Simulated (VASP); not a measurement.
A run of VASP 6.6.1 is set up as follows.

File INCAR:

```
SYSTEM = ZnInO
  PREC = Accurate
  ENCUT = 520
  EDIFF = 1E-6
  ISMEAR = 0
  SIGMA = 0.1
  LREAL = .FALSE.
  LASPH = .TRUE.
  NELM = 150
  ALGO = Normal
  ISIF = 2
  LWAVE = .FALSE.
  LCHARG = .FALSE.
  ISPIN = 2
  MAGMOM = 0 0 0 0 1 1
  LORBIT = 11
  GGA = PE
  NBANDS = 44
```

The input KPOINTS:

```
Automatic mesh
0
G
  4 4 4
  0 0 0
```

The input POSCAR:

```
ZnInO
1.0
    3.8698227700      0.0000000000      0.0000000000
    0.0000000000      3.8698227700      0.0000000000
    0.0000000000      0.0000000000      7.3385141200
Zn In O
2 2 2
Direct
    0.0000000000      0.0000000000      0.0000000000
    0.5000000000      0.5000000000      0.0000000000
    0.0000000000      0.5000000000      0.3480840600
    0.5000000000      0.0000000000      0.6519159400
    0.0000000000      0.5000000000      0.7586429100
    0.5000000000      0.0000000000      0.2413570900
```

Potentials or basis: VASP PAW PBE potentials, release 64 (Zn, In_d, O).

Launch:

```console
$ cat potpaw_PBE.64/Zn/POTCAR potpaw_PBE.64/In_d/POTCAR potpaw_PBE.64/O/POTCAR > POTCAR
$ mpirun -np 1 vasp_std > vasp.out
```

**Question.** Estimate the net moment.

**Answer.** 0.54 μB per cell.

**Question.** What does it give for the pressure?

**Answer.** -6.3 GPa.

**Question.** Predict the site moments.

**Answer.** Zn +0.02; In +0.02; O +0.19 μB.

**Question.** Predict the largest force.

**Answer.** 0.907 eV/Å.

Forces in eV/Å, atoms in the order of the input:
```
Zn   0.000  0.000  0.000
Zn   0.000  0.000  0.000
In   0.000  0.000  0.091
In   0.000  0.000 -0.091
O    0.000  0.000  0.907
O    0.000  0.000 -0.907
```

Caveat: the k points lie up to 0.41 Å⁻¹ apart; a moment this small can come from the mesh or the smearing.
